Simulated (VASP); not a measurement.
TaN, 6 atoms in the cell. The structure is hexagonal, space group P6/mmm (No. 191). Conventional cell: a = 5.097 Å, b = 5.097 Å, c = 2.855 Å, α = 90.00°, β = 90.00°, γ = 120.00°. Within 3.4 Å of Ta (site symmetry 6/mmm) lie 6 N at 2.55 Å and 14 Ta at 2.86 to 3.27 Å. Ta (site symmetry -6m2) has 6 N at 2.05 Å within 2.7 Å. N (site symmetry mmm) has 6 Ta at 2.05 to 2.55 Å and 4 N at 2.55 Å within 2.7 Å. 

| Quantity | Value |
| --- | --- |
| Program | VASP 6.6.1 |
| Task | single point |
| Functional | PBE |
| Potentials or basis | VASP PAW PBE potentials, release 64 (Ta_pv, N) |
| Cutoff | 520 eV |
| k mesh | 5 × 5 × 8 |
| Occupations | fermi-dirac, width 0.1 eV |
| Spin | no spin polarisation |
| Dipole correction | no |
| Further INCAR settings | ALGO = Normal; EDIFF = 1e-06; NBANDS = 33 |

Potentials or basis: VASP PAW PBE potentials, release 64 (Ta_pv, N).

Launch:

```bash
$ cat potpaw_PBE.64/Ta_pv/POTCAR potpaw_PBE.64/N/POTCAR > POTCAR
$ mpirun -np 1 vasp_std > vasp.out
```

Hardware: 1 thread of Intel Xeon 8259CL, with other jobs on the host.

Q: Estimate the wall time of this run.

A: It took 65 s on 1 thread of Intel Xeon 8259CL (shared host), peak memory 0.21 GiB. Counts: scf iterations 14, k points 25.
